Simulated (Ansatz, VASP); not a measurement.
# One calculation of FePt, two programs

The input INCAR:

```
SYSTEM = FePt
ALGO = Normal ; EDIFF = 1E-6
ENCUT = 520 ; GGA = PS
ISIF = 2 ; ISMEAR = 0
ISPIN = 2 ; LASPH = .True.
LCHARG = .False. ; LMAXMIX = 4
LORBIT = 11 ; LREAL = .False.
LWAVE = .False. ; MAGMOM = 3.25 0.45
NBANDS = 20 ; NELM = 150
PREC = Accurate ; SIGMA = 0.15
```

File KPOINTS:

```
k-points
0
Gamma
  18 18 14
  0 0 0
```

Contents of POSCAR:

```
FePt
1.0
    2.7216540008      0.0000000000      0.0000000000
    0.0000000000      2.7216540008      0.0000000000
    0.0000000000      0.0000000000      3.7000000000
Fe Pt
1 1
Direct
    0.5000000000      0.5000000000      0.5000000000
    0.0000000000      0.0000000000     -0.0270270270
```

Input for Ansatz:

```yaml
crystal:
  lattice:
    - [2.7216540008, 0.0, 0.0]
    - [0.0, 2.7216540008, 0.0]
    - [0.0, 0.0, 3.7]
  atoms:
    - { symbol: Fe, position: [0.5, 0.5, 0.5], spin: 3.25 }
    - { symbol: Pt, position: [0.0, 0.0, -0.027027027], spin: 0.45 }
basis:
  ecutwfc: 420
kpoints:
  mp_grid: { grid: [18, 18, 14] }
hamiltonian:
  xc: pbesol
scf:
  occupations: { method: gaussian, width: 0.15 }
output:
  forces: true
  stress: true
  eigenvalues: true
  populations: true
magnetization:
  spin_polarized: true
```

Alike in both runs: task single point; functional PBEsol; k mesh 18 × 18 × 14; occupations gaussian, width 0.15 eV; collinear spin.

|  | VASP | Ansatz |
| --- | --- | --- |
| version | VASP 6.6.1 | Ansatz 0.2.0 |
| potentials or method | VASP PAW PBE potentials, release 64 (Fe, Pt), cutoff 520 eV | scalar-relativistic, plane waves, PAW |
| valence electrons in the cell | 18 | 34 |

|  | VASP | Ansatz | Ansatz less VASP |
| --- | --- | --- | --- |
| gap on the k mesh at the Fermi level (eV) | none | none | - |
| pressure (GPa) | -3.8 | -3.5 | +0.29 |
| traceless stress, the component that is largest in VASP (GPa) | 1.83 | 1.81 | -0.020 |
| rms of the force components (eV/Å) | 0.490 | 0.496 | +0.0057 |
| net moment per atom (μB) | 1.63 | 1.64 | +0.002 |
| size of the moment on the site where the two differ most (μB) | 0.34 | 0.40 | +0.054 |

VASP's potentials were made for PBE, not for PBEsol. Site moments also hang on the region over which each program counts them. Atom by atom the forces differ by 0.006 eV/Å (rms over components). A gap of «none» marks a metal or a gap that the smearing closes. VASP's potentials hold 18 valence electrons a cell and Ansatz's 34, so a difference there can come from the potentials and not from the codes.

Neither program's run includes spin-orbit coupling.
